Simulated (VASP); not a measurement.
A run of VASP 6.6.1:

INCAR

```
PREC = Accurate ; ENCUT = 520
EDIFF = 1E-6 ; ISMEAR = -1
SIGMA = 0.15 ; LREAL = False
LASPH = True ; NELM = 60
ALGO = Normal ; ISIF = 2
LWAVE = False ; LCHARG = False
GGA = PS ; NBANDS = 18
```

File KPOINTS:

```
Automatic mesh
0
Gamma
  10 10 8
```

File POSCAR:

```
CdPt
1.0
    2.9123385370      0.0000000000      0.0000000000
    0.0000000000      2.9123385370      0.0000000000
    0.0000000000      0.0000000000      3.8158238085
Cd Pt
1 1
Direct
    0.0000000000      0.0000000000      0.0000000000
    0.5000000000      0.5000000000      0.5000000000
```

Potentials or basis: VASP PAW PBE potentials, release 64 (Cd, Pt).

The run is started by

```console
$ cat potpaw_PBE.64/Cd/POTCAR potpaw_PBE.64/Pt/POTCAR > POTCAR
$ mpirun -np 1 vasp_std > vasp.out
```

Hardware: 1 thread of Intel(R) Xeon(R) 6975P-C (Granite Rapids), on a shared host.

**Question.** Estimate the wall time of this run.

**Answer.** It took 23 s on 1 thread of Intel(R) Xeon(R) 6975P-C (Granite Rapids), with other jobs on the host, peak memory 0.19 GiB. Counts: scf iterations 12, k points 105.
